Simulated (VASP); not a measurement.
# FeO (Wuestite) (Fm-3m) in VASP: settings compared

FeO (Wuestite) is run at these levels: PBE, LDA, PBEsol; tasks: single point.

Everything below comes from runs of VASP 6.6.1. Logs are shortened: lines on timing, memory, paths and dates and some standing lists are left out, and cuts for length are marked.

**Measured values to compare with.**

From “W\"ustite: Electric, thermodynamic and optical properties of FeO”, 2012, arxiv:1203.1201, for a bulk crystal of FeO: band gap 2.4 eV (optical).

The results are compared with them further down.

### Step 1. The cell of the first run

Symmetry: Fm-3m, No. 225, cubic system. Conventional cell: a = 4.311 Å, b = 4.311 Å, c = 4.311 Å, α = 90.00°, β = 90.00°, γ = 90.00°. Within 2.9 Å of Fe (site symmetry m-3m) lie 6 O at 2.16 Å. Within 2.9 Å of O (site symmetry m-3m) lie 6 Fe at 2.16 Å.

### Step 2. Single point, PBE, collinear spin, ferromagnetic start

The input, INCAR:

```
SYSTEM = FeO
ALGO = Normal
EDIFF = 1E-6
ENCUT = 520
GGA = PE
ISIF = 2
ISMEAR = 0
ISPIN = 2
LASPH = .TRUE.
LCHARG = .FALSE.
LMAXMIX = 4
LORBIT = 11
LREAL = .FALSE.
LWAVE = .FALSE.
MAGMOM = 3 0
NBANDS = 18
NELM = 150
PREC = Accurate
SIGMA = 0.012
```

The input, KPOINTS:

```
k-points
0
G
  11 11 11
  0 0 0
```

The input, POSCAR:

```
FeO
1.0
    0.0000000000      2.1554000000      2.1554000000
    2.1554000000      0.0000000000      2.1554000000
    2.1554000000      2.1554000000      0.0000000000
Fe O
1 1
Direct
    0.0000000000      0.0000000000      0.0000000000
    0.5000000000      0.5000000000      0.5000000000
```

Potentials or basis: VASP PAW PBE potentials, release 64 (Fe, O).

Command:

```sh
$ cat potpaw_PBE.64/Fe/POTCAR potpaw_PBE.64/O/POTCAR > POTCAR
$ mpirun -np 1 vasp_std > vasp.out
```

OUTCAR:

```text
SYSTEM = FeO
   EDIFF = 1E-6
   ENCUT = 520
   GGA = PE
   ISIF = 2
   ISMEAR = 0
   ISPIN = 2
   LASPH = .TRUE.
   LORBIT = 11
   LREAL = .FALSE.
   NELM = 150
   PREC = Accurate

 ion  position               nearest neighbor table
   1  0.000  0.000  0.000-   2 2.16   2 2.16   2 2.16   2 2.16   2 2.16   2 2.16
   2  0.500  0.500  0.500-   1 2.16   1 2.16   1 2.16   1 2.16   1 2.16   1 2.16

  LATTYP: Found a face centered cubic cell.
 ALAT       =     4.3108000000

  Lattice vectors:

 A1 = (   0.0000000000,   2.1554000000,   2.1554000000)
 A2 = (   2.1554000000,   0.0000000000,   2.1554000000)
 A3 = (   2.1554000000,   2.1554000000,   0.0000000000)

Analysis of symmetry for initial positions (statically):
=====================================================================
 Subroutine PRICEL returns:
 Original cell was already a primitive cell.

 Routine SETGRP: Setting up the symmetry group for a
 face centered cubic supercell.

 Subroutine GETGRP returns: Found 48 space group operations
 (whereof 48 operations were pure point group operations)
 out of a pool of 48 trial point group operations.

The static configuration has the point symmetry O_h .

Analysis of symmetry for dynamics (positions and initial velocities):
=====================================================================
 Subroutine PRICEL returns:
 Original cell was already a primitive cell.

 Routine SETGRP: Setting up the symmetry group for a
 face centered cubic supercell.

 Subroutine GETGRP returns: Found 48 space group operations
 (whereof 48 operations were pure point group operations)
 out of a pool of 48 trial point group operations.

The dynamic configuration has the point symmetry O_h .

Analysis of structural, dynamic, and magnetic symmetry:
=====================================================================
 Subroutine PRICEL returns:
 Original cell was already a primitive cell.

 Routine SETGRP: Setting up the symmetry group for a
 face centered cubic supercell.

 Subroutine GETGRP returns: Found 48 space group operations
 (whereof 48 operations were pure point group operations)
 out of a pool of 48 trial point group operations.

The overall configuration has the point symmetry O_h .

 Subroutine INISYM returns: Found 48 space group operations
 (whereof 48 operations are pure point group operations),
 and found     1 'primitive' translations

----------------------------------------------------------------------------------------

                                     Primitive cell

  volume of cell :      20.0269

  direct lattice vectors                    reciprocal lattice vectors
     0.000000000  2.155400000  2.155400000    -0.231975503  0.231975503  0.231975503
     2.155400000  0.000000000  2.155400000     0.231975503 -0.231975503  0.231975503
     2.155400000  2.155400000  0.000000000     0.231975503  0.231975503 -0.231975503

  length of vectors
     3.048195912  3.048195912  3.048195912     0.401793358  0.401793358  0.401793358

  position of ions in fractional coordinates (direct lattice)
     0.000000000  0.000000000  0.000000000
     0.500000000  0.500000000  0.500000000

  ion indices of the primitive-cell ions
   primitive index   ion index
                 1           1
                 2           2

----------------------------------------------------------------------------------------

 KPOINTS: k-points

Automatic generation of k-mesh.
 Grid dimensions read from file:
 generate k-points for:   11   11   11

 Generating k-lattice:

  Cartesian coordinates                     Fractional coordinates (reciprocal lattice)
    -0.021088682  0.021088682  0.021088682     0.090909091  0.000000000  0.000000000
     0.021088682 -0.021088682  0.021088682     0.000000000  0.090909091  0.000000000
     0.021088682  0.021088682 -0.021088682     0.000000000  0.000000000  0.090909091

  Length of vectors
     0.036526669  0.036526669  0.036526669

  Shift w.r.t. Gamma in fractional coordinates (k-lattice)
     0.000000000  0.000000000  0.000000000

 Subroutine IBZKPT returns following result:
 ===========================================

 Found     56 irreducible k-points:

 Following reciprocal coordinates:
            Coordinates               Weight
  0.000000  0.000000  0.000000      1.000000
  0.090909  0.000000  0.000000      8.000000
  0.181818  0.000000  0.000000      8.000000
  0.272727  0.000000  0.000000      8.000000
  0.363636  0.000000  0.000000      8.000000
  0.454545  0.000000  0.000000      8.000000
[... 16 lines left out ...]
 -0.272727  0.181818  0.000000     24.000000
 -0.181818  0.181818  0.000000     12.000000
 [... further k-points ...]
   k-points           NKPTS =     56   k-points in BZ     NKDIM =     56   number of bands    NBANDS=     18
   number of dos      NEDOS =    301   number of ions     NIONS =      2
   total plane-waves  NPLWV =  13824
   dimension x,y,z NGX =    24 NGY =   24 NGZ =   24
   dimension x,y,z NGXF=    48 NGYF=   48 NGZF=   48
   ions per type =               1   1
   NGX,Y,Z   is equivalent  to a cutoff of  13.09, 13.09, 13.09 a.u.
   NGXF,Y,Z  is equivalent  to a cutoff of  26.18, 26.18, 26.18 a.u.
 SYSTEM =  FeO
   PREC   = accura    normal or accurate (medium, high low for compatibility)
   ISTART =      0    job   : 0-new  1-cont  2-samecut
   ICHARG =      2    charge: 1-file 2-atom 10-const
   ISPIN  =      2    spin polarized calculation?
   LNONCOLLINEAR =      F non collinear calculations
   LSORBIT =      F    spin-orbit coupling
   LASPH  =      T    aspherical Exc in radial PAW
   ENCUT  =  520.0 eV  38.22 Ry    6.18 a.u.   5.67  5.67  5.67*2*pi/ulx,y,z
   NELM   =    150;   NELMIN=  2; NELMDL= -5     # of ELM steps
   EDIFF  = 0.1E-05   stopping-criterion for ELM
   LREAL  =      F    real-space projection
   EDIFFG = 0.1E-04   stopping-criterion for IOM
   NSW    =      0    number of steps for IOM
   IBRION =     -1    ionic relax: 0-MD 1-quasi-New 2-CG
   NFREE  =      0    steps in history (QN), initial steepest desc. (CG)
   ISIF   =      2    stress and relaxation
   ISYM   =      2    0-nonsym 1-usesym 2-fastsym
   POTIM  = 0.5000    time-step for ionic-motion
   TEBEG  =    0.0;   TEEND  =   0.0 temperature during run
   PSTRESS=    0.0 pullay stress
   NELECT =      14.0000    total number of electrons
   NUPDOWN=      -1.0000    fix difference up-down
   EMIN   =  10.00;   EMAX   =-10.00  energy-range for DOS
   EFERMI =   0.00;   METHOD = LEGACY
   ISMEAR =     0;   SIGMA  =   0.01  broadening in eV -4-tet -1-fermi 0-gaus
   EFERMI_NEDOS =   21; number of points for ismear=-14 and -15
   IALGO  =     38    algorithm
   IMIX   =      4    mixing-type and parameters
     AMIX     =   0.40;   BMIX     =  1.00
     AMIX_MAG =   1.60;   BMIX_MAG =  1.00
  volume/ion in A,a.u.               =      10.01        67.57
  Fermi-wavevector in a.u.,A,eV,Ry     =   1.452935  2.745650 28.722187  2.111021
  Thomas-Fermi vector in A             =   2.570260
   LORBIT       =     11    0 simple, 1 ext, 2 COOP (PROOUT), +10 PAW based schemes
   GGA     = PE    functional components
   LHFCALC =     F    Hartree Fock is set to
   AEXX    =    0.0000 exact exchange contribution
   IVDW    =     0    specifies the selected vdW correction
   LEPSILON=     F    determine dielectric tensor
   LRPA    =     F    only Hartree local field effects (RPA)
 spin polarized calculation
 Gauss-broadening in eV      SIGMA  =   0.01
  energy-cutoff  :      520.00
  volume of cell :       20.03
 maximum number of plane-waves:       556
   NGX = 11   NGY = 11   NGZ = 11

 number of electron      13.9999999 magnetization       3.9996412

 Free energy of the ion-electron system (eV)
  ---------------------------------------------------
  ext. energy  EPLUGINS =         0.00000000
  ---------------------------------------------------
  free energy    TOTEN  =       -14.92957718 eV

  energy without entropy =      -14.92937710  energy(sigma->0) =      -14.92947714

 E-fermi :   6.2013     XC(G=0): -12.1641

 val. band max:        6.1992648294   @ k =  -0.3636   0.2727   0.0909
 cond. band min:       6.2117314720   @ k =  -0.1818   0.0909   0.0000
 fundamental gap:      0.0124666426
 Fermi energy:         6.2013030734

 spin component 1

 k-point     1 :       0.0000    0.0000    0.0000
  band No.  band energies     occupation
      1     -14.5199      1.00000
      2       2.3267      1.00000
      3       2.3267      1.00000
      4       2.3267      1.00000
      5       2.4054      1.00000
      6       2.4054      1.00000
[... 10 lines left out ...]
     17      26.8360      0.00000
     18      29.9579      0.00000
[... 463 lines left out ...]
 k-point    24 :      -0.1818    0.1818    0.0000
  band No.  band energies     occupation
      1     -13.8188      1.00000
      2      -1.0565      1.00000
      3       0.0180      1.00000
      4       0.5148      1.00000
      5       2.6773      1.00000
      6       2.9549      1.00000
[... 10 lines left out ...]
     17      32.7140      0.00000
     18      34.4739      0.00000

 [... further k-points ...]

 spin component 2

 k-point     1 :       0.0000    0.0000    0.0000
  band No.  band energies     occupation
      1     -13.9876      1.00000
      2       2.9633      1.00000
      3       2.9633      1.00000
      4       2.9633      1.00000
      5       5.4658      1.00000
      6       5.4660      1.00000
[... 10 lines left out ...]
     17      28.4260      0.00000
     18      31.0368      0.00000
[... 463 lines left out ...]
 k-point    24 :      -0.1818    0.1818    0.0000
  band No.  band energies     occupation
      1     -13.2739      1.00000
      2      -0.1826      1.00000
      3       1.5136      1.00000
      4       1.5461      1.00000
      5       5.9438      1.00000
      6       6.1581      1.00000
[... 10 lines left out ...]
     17      33.4970      0.00000
     18      35.2269      0.00000

 [... further k-points ...]
[... 5 lines left out ...]
  --------------------------------------------------------------------------------------
  -------------------------------------------------------------------------------------
  Total       -0.0288605     -0.0288605     -0.0288605     -0.0000000      0.0000000     -0.0000000
  in kB       -2.3088747     -2.3088747     -2.3088747     -0.0000000      0.0000000     -0.0000000
  external PRESSURE =      -2.3088747 kB  Pullay stress =       0.0000000 kB

 VOLUME and BASIS-vectors are now :
 -----------------------------------------------------------------------------
  energy-cutoff  :      520.00
  volume of cell :       20.03
      direct lattice vectors                 reciprocal lattice vectors
     0.000000000  2.155400000  2.155400000    -0.231975503  0.231975503  0.231975503
     2.155400000  0.000000000  2.155400000     0.231975503 -0.231975503  0.231975503
     2.155400000  2.155400000  0.000000000     0.231975503  0.231975503 -0.231975503

 POSITION                                       TOTAL-FORCE (eV/Angst)
 -----------------------------------------------------------------------------------
      0.00000      0.00000      0.00000         0.000000     -0.000000      0.000000
      2.15540      2.15540      2.15540        -0.000000      0.000000      0.000000
 -----------------------------------------------------------------------------------
    total drift:                                0.000000     -0.000000      0.000000

  FREE ENERGIE OF THE ION-ELECTRON SYSTEM (eV)
  ---------------------------------------------------
  free  energy   TOTEN  =       -14.9295771836 eV

  energy  without entropy=      -14.9293770990  energy(sigma->0) =      -14.92947714

 total charge

# of ion       s       p       d       tot
------------------------------------------
    1        0.287   0.358   6.086   6.731
    2        1.556   3.438   0.000   4.994
--------------------------------------------------
tot          1.844   3.796   6.086  11.725

 magnetization (x)

# of ion       s       p       d       tot
------------------------------------------
    1        0.027   0.021   3.571   3.619
    2        0.030   0.272   0.000   0.301
--------------------------------------------------
tot          0.057   0.293   3.571   3.920
```

Wall time 15 s (1 thread of Intel Xeon 6975P-C (Granite Rapids), shared host); peak memory 0.16 GiB.

Results:

```
Free energy                                           : -14.9296 eV
Pressure                                              : -0.2 GPa
Band gap on the k mesh                                : zero (filled and empty bands overlap)
Net moment                                            : 4.00 μB per cell
Site moments                                          : Fe +3.62; O +0.30 μB
Valence electrons inside the program's atomic spheres : Fe 6.73; O 4.99
```

Caveat: a cell with one magnetic atom can't hold antiferromagnetic order, which such compounds often take; semilocal functionals often make such compounds metallic where correlation or magnetic order opens a gap, which also shifts bond lengths.

### Step 3. Single point, LDA, collinear spin, ferromagnetic start

The input, INCAR:

```
SYSTEM = FeO
  PREC = Accurate
  ENCUT = 520
  EDIFF = 1E-6
  ISMEAR = -1
  SIGMA = 0.05
  LREAL = .FALSE.
  LASPH = .TRUE.
  NELM = 150
  ALGO = Normal
  ISIF = 2
  LWAVE = .FALSE.
  LCHARG = .FALSE.
  ISPIN = 2
  MAGMOM = 3 0
  LORBIT = 11
  LMAXMIX = 4
  GGA = CA
  NBANDS = 18
```

The input, KPOINTS:

```
Automatic mesh
0
G
  11 11 11
  0 0 0
```

POSCAR is that of step 2.

Potentials or basis: VASP PAW LDA potentials, release 64 (Fe, O).

Command:

```sh
$ cat potpaw_LDA.64/Fe/POTCAR potpaw_LDA.64/O/POTCAR > POTCAR
$ mpirun -np 1 vasp_std > vasp.out
```

It took 13 s on 1 thread of Intel Xeon 6975P-C (Granite Rapids), shared host; peak memory 0.15 GiB.

It converged, with:

```yaml
Free_energy: -16.4077 eV
Pressure: -15.4 GPa
Band_gap_on_the_k_mesh: zero (filled and empty bands overlap)
Net_moment: 3.99 μB per cell
Site_moments: Fe +3.57; O +0.32 μB
Valence_electrons_inside_the_program's_atomic_spheres: Fe 6.76; O 4.95
```

Levels at points of the mesh, in eV from the Fermi level:
Spin up:
```csv
k point,band 7,band 8,band 9,band 10,band 11,band 12
"(0.00, 0.00, 0.00)",-3.61,-3.34,-3.34,0.24,15.41,17.01
```
Spin down:
| k point | band 3 | band 4 | band 5 | band 6 | band 7 | band 8 |
| --- | --- | --- | --- | --- | --- | --- |
| (0.00, 0.00, 0.00) | -3.12 | -3.12 | -0.74 | -0.74 | -0.74 | -0.02 |

Caveat: a cell with one magnetic atom can't hold antiferromagnetic order, which such compounds often take; semilocal functionals often make such compounds metallic where correlation or magnetic order opens a gap, which also shifts bond lengths.

### Step 4. Single point, PBEsol, collinear spin, zero start

The input, INCAR:

```
SYSTEM = FeO
ALGO     = Normal         ! electronic algorithm
EDIFF    = 1E-6           ! SCF threshold, eV
ENCUT    = 520            ! plane-wave cutoff, eV
GGA      = PS             ! functional
ISIF     = 2              ! what is computed and relaxed
ISMEAR   = -1             ! smearing method
ISPIN    = 2              ! spin polarisation
LASPH    = .True.         ! aspherical terms in the spheres
LCHARG   = .False.        ! write CHGCAR
LMAXMIX  = 4              ! l up to which the mixer works
LORBIT   = 11             ! projections on sites
LREAL    = .False.        ! projectors in reciprocal space
LWAVE    = .False.        ! write WAVECAR
MAGMOM   = 0 0            ! initial moments
NBANDS   = 18             ! bands
NELM     = 150            ! most SCF steps
NUPDOWN  = 0.0            ! fixed moment
PREC     = Accurate       ! precision mode
SIGMA    = 0.05           ! smearing width, eV
```

The input, KPOINTS:

```
k-points
0
Gamma
  9 9 9
  0 0 0
```

POSCAR is that of step 3.

Potentials or basis: VASP PAW PBE potentials, release 64 (Fe, O).

Command:

```sh
$ cat potpaw_PBE.64/Fe/POTCAR potpaw_PBE.64/O/POTCAR > POTCAR
$ mpirun -np 1 vasp_std > vasp.out
```

Run time: 18 s. Hardware: 1 thread of AMD EPYC 9R14 (Zen 4), shared host; peak memory 0.13 GiB.

It converged, with:

| Item | Value |
| --- | --- |
| Free energy | -14.4355 eV |
| Pressure | -33.6 GPa |
| Net moment | 0.00 μB per cell |
| Valence electrons inside the program's atomic spheres | Fe 6.87; O 4.89 |

Caveat: the PAW data sets were made with another functional, which shifts forces and pressure a little; the total moment is fixed, so each spin has its own Fermi level.

(Part 1 of 2 ends here.)
